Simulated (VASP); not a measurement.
# B47N48 (a cell with a defect) in VASP: relaxation of the atoms with PBEsol

Aim: the relaxation of the atoms of B47N48 (a cell with a defect) with PBEsol.

All numbers are computed with VASP 6.6.1; they aren't measurements. Logs are shortened: lines on timing, memory, paths and dates and some standing lists are left out, and cuts for length are marked.

## 1. The cell of the first run

The cell holds a defect, 95 atoms: a = 7.623 Å, b = 8.802 Å, c = 8.407 Å, α = 90.00°, β = 90.00°, γ = 90.00°.

## 2. Relaxation of the atoms, PBEsol

INCAR reads:

```
PREC = Accurate
ENCUT = 520
EDIFF = 1E-7
ISMEAR = -1
SIGMA = 0.05
LREAL = Auto
LASPH = True
NELM = 120
ALGO = Normal
ISIF = 2
LWAVE = False
LCHARG = False
GGA = PS
IBRION = 2
NSW = 100
EDIFFG = -0.03
NELECT = 384.0
ISYM = -1
GGA_COMPAT = False
NELMIN = 4
KPAR = 1
```

KPOINTS reads:

```
explicit points
1
Reciprocal
  0.25000000   0.25000000   0.25000000 1
```

POSCAR reads:

```
B47N48
1.0
    7.6229900000      0.0000000000      0.0000000000
    0.0000000000      8.8022710000      0.0000000000
    0.0000000000      0.0000000000      8.4065820000
B N
47 48
Direct
    0.0028320000      0.1662260000      0.0003080000
    0.0018310000      0.1665560000      0.4979360000
    0.3308700000      0.1662910000      0.0003520000
    0.3362840000      0.1661190000      0.5011110000
    0.1680620000      0.4112560000      0.9980570000
    0.1642950000      0.4137400000      0.4969730000
    0.9974270000      0.6650710000      0.9972890000
    0.0020670000      0.6676200000      0.4974730000
    0.6656150000      0.1704450000      0.0004750000
    0.6672010000      0.1668440000      0.5008100000
    0.5006180000      0.4148940000      0.9989880000
    0.3357610000      0.6685100000      0.0000820000
    0.3329650000      0.6701610000      0.5001690000
    0.1672450000      0.9178430000      0.9974360000
    0.1669950000      0.9196740000      0.4999800000
    0.8324260000      0.4149810000      0.0015330000
    0.8340270000      0.4178200000      0.5008140000
    0.6705830000      0.6657530000      0.0001000000
    0.6655730000      0.6664430000      0.4995810000
    0.4987480000      0.9177450000      0.0024080000
    0.4975530000      0.9155440000      0.5034080000
    0.8345470000      0.9181040000      0.9962770000
    0.8328280000      0.9143090000      0.5050310000
    0.1641200000      0.0828140000      0.2517310000
    0.1661430000      0.0848010000      0.7455630000
    0.0009080000      0.3320210000      0.2563070000
    0.9964040000      0.3353200000      0.7460200000
    0.4982810000      0.0851110000      0.2494600000
    0.4983120000      0.0862910000      0.7461370000
    0.3318910000      0.3298120000      0.2548220000
    0.3299910000      0.3305260000      0.7465320000
    0.1694020000      0.5846170000      0.2509690000
    0.1681900000      0.5863210000      0.7512060000
    0.9982690000      0.8313830000      0.2501700000
    0.0018230000      0.8296130000      0.7498570000
    0.8390180000      0.0844990000      0.2498170000
    0.8313900000      0.0833580000      0.7502910000
    0.6644370000      0.3303430000      0.2519920000
    0.6664350000      0.3342780000      0.7532100000
    0.5038720000      0.5867800000      0.2499730000
    0.5017370000      0.5802630000      0.7491230000
    0.3317780000      0.8353740000      0.2483100000
    0.3330630000      0.8326320000      0.7443370000
    0.8369580000      0.5829810000      0.2547070000
    0.8314690000      0.5858400000      0.7540350000
    0.6639190000      0.8387000000      0.2508130000
    0.6672650000      0.8309320000      0.7465690000
    0.0006830000      0.1671610000      0.1871400000
    0.0049820000      0.1714930000      0.6868650000
    0.3343440000      0.1668000000      0.1876270000
    0.3374650000      0.1641390000      0.6896220000
    0.1669720000      0.4184280000      0.1900860000
    0.1639620000      0.4170770000      0.6887070000
    0.9982960000      0.6664040000      0.1864870000
    0.0018510000      0.6668310000      0.6895310000
    0.6685150000      0.1659960000      0.1841390000
    0.6627130000      0.1688440000      0.6916280000
    0.5019070000      0.4193130000      0.1891680000
    0.5027560000      0.4157710000      0.6873910000
    0.3301270000      0.6662320000      0.1861660000
    0.3333940000      0.6705450000      0.6839330000
    0.1679620000      0.9202180000      0.1865340000
    0.1683950000      0.9188730000      0.6856350000
    0.8343820000      0.4181450000      0.1832630000
    0.8342700000      0.4146960000      0.6880150000
    0.6677500000      0.6692690000      0.1821030000
    0.6634840000      0.6673680000      0.6891450000
    0.4979340000      0.9174160000      0.1892170000
    0.4934790000      0.9219880000      0.6852920000
    0.8322250000      0.9145900000      0.1855470000
    0.8330020000      0.9126980000      0.6850050000
    0.1666310000      0.0839950000      0.4413670000
    0.1665000000      0.0856640000      0.9350620000
    0.0057470000      0.3311260000      0.4374910000
    0.9981060000      0.3328690000      0.9368660000
    0.4967310000      0.0831180000      0.4344670000
    0.5025520000      0.0805200000      0.9352340000
    0.3367360000      0.3348200000      0.4391860000
    0.3379800000      0.3354580000      0.9363650000
    0.1653930000      0.5815470000      0.4338130000
    0.1651160000      0.5815710000      0.9399730000
    0.0000870000      0.8340670000      0.4375340000
    0.9988660000      0.8364080000      0.9374980000
    0.8327890000      0.0837760000      0.4366110000
    0.8279620000      0.0786990000      0.9384170000
    0.6716710000      0.3315750000      0.4373550000
    0.6691480000      0.3372570000      0.9380230000
    0.4973730000      0.5799450000      0.4391360000
    0.4981480000      0.5809170000      0.9354070000
    0.3343870000      0.8316750000      0.4386770000
    0.3279640000      0.8354650000      0.9373600000
    0.8362800000      0.5845750000      0.4404190000
    0.8282800000      0.5817760000      0.9380300000
    0.6652180000      0.8359040000      0.4329440000
    0.6640040000      0.8309780000      0.9375180000
```

Potentials or basis: VASP PAW PBE potentials, release 64 (B, N).

Started as:

```
> cat potpaw_PBE.64/B/POTCAR potpaw_PBE.64/N/POTCAR > POTCAR
> mpirun -np 4 vasp_std > vasp.out
```

OUTCAR:

```text
PREC = Accurate
   ENCUT = 520
   EDIFF = 1E-7
   ISMEAR = -1
   LREAL = Auto
   LASPH = True
   NELM = 120
   ISIF = 2
   GGA = PS
   IBRION = 2
   NSW = 100
   EDIFFG = -0.03
   NELECT = 384.0
   ISYM = -1
   NELMIN = 4

 ion  position               nearest neighbor table
   1  0.003  0.166  0.000-  73 1.54  75 1.56  48 1.57  85 1.63
   2  0.002  0.167  0.498-  72 1.53  74 1.54  84 1.57  49 1.59
   3  0.331  0.166  0.000-  73 1.54  50 1.57  79 1.58  77 1.61
   4  0.336  0.166  0.501-  76 1.53  72 1.56  78 1.57  51 1.58
   5  0.168  0.411  0.998-  79 1.55  75 1.56  81 1.58  52 1.62
   6  0.164  0.414  0.497-  74 1.50  78 1.56  80 1.57  53 1.61
[... 75 lines left out ...]
  82  0.000  0.834  0.438-   8 1.55  23 1.56  15 1.57  34 1.58
  83  0.999  0.836  0.937-  22 1.53  14 1.55  35 1.58   7 1.59
  84  0.833  0.084  0.437-  10 1.56   2 1.57  36 1.57  23 1.60
  85  0.828  0.079  0.938-  22 1.50   9 1.57  37 1.58   1 1.63
  86  0.672  0.332  0.437-  10 1.55  17 1.55  38 1.56
  87  0.669  0.337  0.938-  16 1.52  11 1.54  39 1.55   9 1.56
  88  0.497  0.580  0.439-  13 1.57  19 1.58  40 1.59
  89  0.498  0.581  0.935-  11 1.56  12 1.56  41 1.57  18 1.61
  90  0.334  0.832  0.439-  13 1.51  21 1.55  15 1.58  42 1.60
  91  0.328  0.835  0.937-  14 1.51  12 1.56  20 1.59  43 1.62
  92  0.836  0.585  0.440-   8 1.54  17 1.55  44 1.56  19 1.57
  93  0.828  0.582  0.938-  18 1.50  45 1.55  16 1.56   7 1.56
  94  0.665  0.836  0.433-  46 1.53  21 1.57  23 1.57  19 1.59
  95  0.664  0.831  0.938-  18 1.55  20 1.57  22 1.59  47 1.61

IMPORTANT INFORMATION: All symmetrisations will be switched off!
NOSYMM: (Re-)initialisation of all symmetry stuff for point group C_1.

----------------------------------------------------------------------------------------

                                     Primitive cell

  volume of cell :     564.0785

  direct lattice vectors                    reciprocal lattice vectors
     7.622990000  0.000000000  0.000000000     0.131182121  0.000000000  0.000000000
     0.000000000  8.802271000  0.000000000     0.000000000  0.113607045  0.000000000
     0.000000000  0.000000000  8.406582000     0.000000000  0.000000000  0.118954410

  length of vectors
     7.622990000  8.802271000  8.406582000     0.131182121  0.113607045  0.118954410

  position of ions in fractional coordinates (direct lattice)
     0.002832000  0.166226000  0.000308000
     0.001831000  0.166556000  0.497936000
     0.330870000  0.166291000  0.000352000
     0.336284000  0.166119000  0.501111000
     0.168062000  0.411256000  0.998057000
     0.164295000  0.413740000  0.496973000
[... 87 lines left out ...]
     0.665218000  0.835904000  0.432944000
     0.664004000  0.830978000  0.937518000

  ion indices of the primitive-cell ions
   primitive index   ion index
                 1           1
                 2           2
                 3           3
                 4           4
                 5           5
                 6           6
[... 87 lines left out ...]
                94          94
                95          95

----------------------------------------------------------------------------------------

 KPOINTS: explicit points

Read explicit list of k-points.

 Found      1 k-points:

 Following reciprocal coordinates:
            Coordinates               Weight
[... 48 lines left out ...]
   LEPSILON=     F    determine dielectric tensor
   LRPA    =     F    only Hartree local field effects (RPA)
 conjugate gradient relaxation of ions
 non-spin polarized calculation
  energy-cutoff  :      520.00
  volume of cell :      564.08
 maximum number of plane-waves:     15183
 NGX is ok and might be reduce to    56
   NGX = 29   NGY = 33   NGZ = 31

--------------------------------------- Ionic step        1  -------------------------------------------

 number of electron     383.9999990 magnetization

 Free energy of the ion-electron system (eV)
  ---------------------------------------------------
  ext. energy  EPLUGINS =         0.00000000
  ---------------------------------------------------
  free energy    TOTEN  =      -834.13635801 eV

  energy without entropy =     -834.13635801  energy(sigma->0) =     -834.13635801

------------------------ aborting loop because EDIFF is reached ----------------------------------------

  FORCE on cell =-STRESS in cart. coord.  units (eV):
  Direction    XX          YY          ZZ          XY          YZ          ZX
  --------------------------------------------------------------------------------------
  -------------------------------------------------------------------------------------
  Total       40.3580555     41.1424248     39.9847095     -0.3262596     -0.1395778      0.0670177
  in kB      114.6307878    116.8586667    113.5703563     -0.9266897     -0.3964490      0.1903535
  external PRESSURE =     115.0199370 kB  Pullay stress =       0.0000000 kB
[... 116 lines left out ...]
--------------------------------------- Ionic step        2  -------------------------------------------

 number of electron     384.0000003 magnetization

 E-fermi :   9.3405     XC(G=0): -13.0080

 val. band max:        8.0841229290   @ k =   0.2500   0.2500   0.2500
 cond. band min:      12.9241723509   @ k =   0.2500   0.2500   0.2500
 fundamental gap:      4.8400494219
 Fermi energy:         9.3404982711

 k-point     1 :       0.2500    0.2500    0.2500
  band No.  band energies     occupation
      1     -12.8194      2.00000
      2     -12.1644      2.00000
      3     -12.0515      2.00000
      4     -11.8824      2.00000
      5     -11.4167      2.00000
      6     -11.2978      2.00000
[... 196 lines left out ...]
    203      14.4275      0.00000
    204      14.5635      0.00000
 [bands above 204 left out]

------------------------ aborting loop because EDIFF is reached ----------------------------------------

  FORCE on cell =-STRESS in cart. coord.  units (eV):
  Direction    XX          YY          ZZ          XY          YZ          ZX
  --------------------------------------------------------------------------------------
  -------------------------------------------------------------------------------------
  Total       62.7399191     65.3810972     55.3043047      3.1824592     -1.7921939      1.2587039
  in kB      178.2029946    185.7048506    157.0832869      9.0392811     -5.0904485      3.5751530
  external PRESSURE =     173.6637107 kB  Pullay stress =       0.0000000 kB
[... 239 lines left out ...]
  FREE ENERGIE OF THE ION-ELECTRON SYSTEM (eV)
  ---------------------------------------------------
  free  energy   TOTEN  =      -838.0224920631 eV

  energy  without entropy=     -838.0224920631  energy(sigma->0) =     -838.02249206

[... ionic steps 4 to 11 ...]

--------------------------------------- Ionic step       12  -------------------------------------------

 number of electron     383.9999976 magnetization

------------------------ aborting loop because EDIFF is reached ----------------------------------------
[... 253 lines left out ...]
--------------------------------------- Ionic step       14  -------------------------------------------

 number of electron     383.9999977 magnetization

 Free energy of the ion-electron system (eV)
  ---------------------------------------------------
  ext. energy  EPLUGINS =         0.00000000
  ---------------------------------------------------
  free energy    TOTEN  =      -838.54189308 eV

  energy without entropy =     -838.54189308  energy(sigma->0) =     -838.54189308

 E-fermi :  10.3631     XC(G=0): -13.0138

 val. band max:        9.0678485169   @ k =   0.2500   0.2500   0.2500
 cond. band min:      13.2482228845   @ k =   0.2500   0.2500   0.2500
 fundamental gap:      4.1803743676
 Fermi energy:        10.3631173233

 k-point     1 :       0.2500    0.2500    0.2500
  band No.  band energies     occupation
      1     -12.9307      2.00000
      2     -12.2091      2.00000
      3     -12.1325      2.00000
      4     -11.9929      2.00000
      5     -11.3987      2.00000
      6     -11.3027      2.00000
[... 196 lines left out ...]
    203      14.5696      0.00000
    204      14.6680      0.00000
 [bands above 204 left out]

------------------------ aborting loop because EDIFF is reached ----------------------------------------

  FORCE on cell =-STRESS in cart. coord.  units (eV):
  Direction    XX          YY          ZZ          XY          YZ          ZX
  --------------------------------------------------------------------------------------
  -------------------------------------------------------------------------------------
  Total       43.9210264     44.9118534     42.4569693      1.0317743     -0.0430112      0.2105503
  in kB      124.7508530    127.5651434    120.5924264      2.9305945     -0.1221665      0.5980355
  external PRESSURE =     124.3028076 kB  Pullay stress =       0.0000000 kB
[... 110 lines left out ...]
  FREE ENERGIE OF THE ION-ELECTRON SYSTEM (eV)
  ---------------------------------------------------
  free  energy   TOTEN  =      -838.5418930824 eV

  energy  without entropy=     -838.5418930824  energy(sigma->0) =     -838.54189308

 reached required accuracy - stopping structural energy minimisation
```

Run time: 15 min. Hardware: 4 MPI ranks of Intel Xeon Platinum 8375C at 2.90GHz (Ice Lake), shared host; peak memory 0.3 GiB.

Results:

```yaml
Free_energy: -838.5419 eV
Energy_gained_by_relaxing: 46.4 meV/atom
Ionic_steps: 14
Largest_force_after_relaxing: 0.023 eV/Å
```

Forces in eV/Å, atoms in the order of the input:
```
B    0.008  0.001 -0.003
B   -0.007  0.009 -0.005
B    0.003  0.010  0.009
B    0.002 -0.008  0.010
B    0.011 -0.004 -0.004
B   -0.017  0.002  0.005
B    0.009 -0.010  0.002
B   -0.003 -0.001 -0.012
B   -0.001  0.004  0.010
B   -0.004 -0.011  0.008
B   -0.013 -0.001  0.002
B    0.001  0.001  0.007
B   -0.005 -0.003  0.006
B    0.000  0.000  0.007
B    0.006 -0.003 -0.010
B   -0.009 -0.002 -0.006
B   -0.006 -0.002 -0.006
B   -0.007  0.001  0.002
B    0.005  0.005  0.003
B    0.004  0.010  0.009
B    0.007  0.007 -0.001
B    0.010 -0.005  0.001
B   -0.004  0.004 -0.014
B    0.003  0.000 -0.001
B    0.010  0.005 -0.002
B   -0.011  0.000  0.013
B    0.005  0.013 -0.003
B   -0.002 -0.006  0.006
B    0.008  0.003  0.003
B   -0.004 -0.001  0.009
B   -0.010 -0.006 -0.009
B    0.006 -0.011  0.001
B    0.003 -0.013  0.004
B    0.004  0.010  0.004
B    0.009  0.007 -0.010
B   -0.010  0.003 -0.001
B   -0.010 -0.001 -0.007
B   -0.018 -0.001  0.006
B    0.001 -0.003  0.000
B   -0.005  0.000 -0.001
B   -0.001  0.004 -0.005
B    0.006 -0.005  0.002
B    0.013  0.004  0.001
B   -0.012 -0.010  0.003
B   -0.003 -0.002  0.000
B   -0.003 -0.002 -0.002
B    0.006  0.000 -0.003
N   -0.005 -0.008  0.002
N   -0.004  0.001 -0.010
N   -0.002  0.010 -0.003
N    0.000 -0.004  0.010
N    0.000 -0.007  0.009
N   -0.004  0.005  0.000
N    0.001 -0.005 -0.003
N    0.012  0.003  0.010
N   -0.001 -0.002 -0.004
N    0.002 -0.002  0.004
N   -0.014  0.001  0.000
N    0.006  0.007 -0.006
N    0.004 -0.004 -0.004
N    0.006  0.006 -0.005
N    0.004 -0.004 -0.005
N    0.010 -0.001  0.010
N   -0.006  0.003  0.017
N   -0.013  0.004 -0.005
N   -0.007  0.003  0.009
N   -0.001 -0.003 -0.005
N    0.016  0.002  0.001
N    0.008 -0.004  0.006
N   -0.002  0.007 -0.011
N    0.006  0.003  0.003
N   -0.008  0.000  0.004
N    0.003 -0.010 -0.010
N   -0.013  0.003 -0.007
N   -0.003 -0.001 -0.007
N   -0.003  0.007  0.004
N   -0.002  0.005  0.004
N   -0.003  0.006 -0.007
N   -0.007 -0.015  0.003
N    0.002 -0.004 -0.008
N    0.014  0.003 -0.002
N   -0.001 -0.006 -0.006
N    0.010  0.006 -0.006
N   -0.008  0.003  0.007
N    0.010  0.001 -0.007
N   -0.020  0.011 -0.001
N    0.000 -0.010  0.001
N    0.004 -0.003  0.006
N    0.008  0.016 -0.003
N   -0.001 -0.009  0.003
N    0.007 -0.003 -0.007
N   -0.006 -0.001 -0.002
N    0.002  0.002 -0.006
N    0.006  0.000  0.001
N    0.017 -0.004 -0.002
```

The path:
| step | energy change (eV) | largest force (eV/Å) | pressure (GPa) |
| --- | --- | --- | --- |
| 1 | 0.0000 | 5.0309 | 11.50 |
| 2 | 3.4906 | 9.3714 | 17.37 |
| 3 | -3.8861 | 1.6855 | 11.86 |
| 4 | -4.0865 | 1.3856 | 12.45 |
| 5 | -4.2853 | 0.6640 | 12.10 |
| 6 | -4.3690 | 0.4266 | 12.36 |
| 7 | -4.3745 | 0.2753 | 12.30 |
| 8 | -4.3941 | 0.2544 | 12.44 |
| 9 | -4.3971 | 0.1235 | 12.40 |
| 10 | -4.4028 | 0.0790 | 12.41 |
| 11 | -4.4030 | 0.0644 | 12.41 |
| 12 | -4.4048 | 0.0469 | 12.43 |
| 13 | -4.4048 | 0.0449 | 12.43 |
| 14 | -4.4055 | 0.0233 | 12.43 |

Caveat: the cell carries a net charge on a neutralising background, which shifts energy and pressure; the cell is charged against a uniform background, so pressure and absolute levels hang on convention; the PAW data sets were made with another functional, which shifts forces and pressure a little.
